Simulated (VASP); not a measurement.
CuSi16 (a cell with a defect), 17 atoms in the cell. The cell holds a defect, 17 atoms: a = 7.679 Å, b = 7.679 Å, c = 7.679 Å, α = 60.00°, β = 60.00°, γ = 60.00°. 

| Quantity | Value |
| --- | --- |
| Program | VASP 6.6.1 |
| Task | single point |
| Functional | PBE |
| Dispersion | D3(BJ) |
| Potentials or basis | VASP PAW PBE potentials, release 64 (Si, Cu) |
| Cutoff | 520 eV |
| k mesh | 2 × 2 × 2 |
| Occupations | fermi-dirac, width 0.02 eV |
| Spin | no spin polarisation |
| Dipole correction | no |
| Charge | 1 |
| Further INCAR settings | LREAL = Auto; ALGO = Normal; EDIFF = 1e-06; NBANDS = 52; NELECT = 74.0 |

Potentials or basis: VASP PAW PBE potentials, release 64 (Si, Cu).

The run is started by

```sh
$ cat potpaw_PBE.64/Si/POTCAR potpaw_PBE.64/Cu/POTCAR > POTCAR
$ mpirun -np 1 vasp_std > vasp.out
```

Hardware: 1 thread of Intel(R) Xeon(R) 6975P-C (Granite Rapids), on a shared host.

Problem. Estimate the wall time of this run.

Solution. It took 3.4 min on 1 thread of Intel(R) Xeon(R) 6975P-C (Granite Rapids), with other jobs on the host, peak memory 0.49 GiB. Counts: scf iterations 20, k points 8.
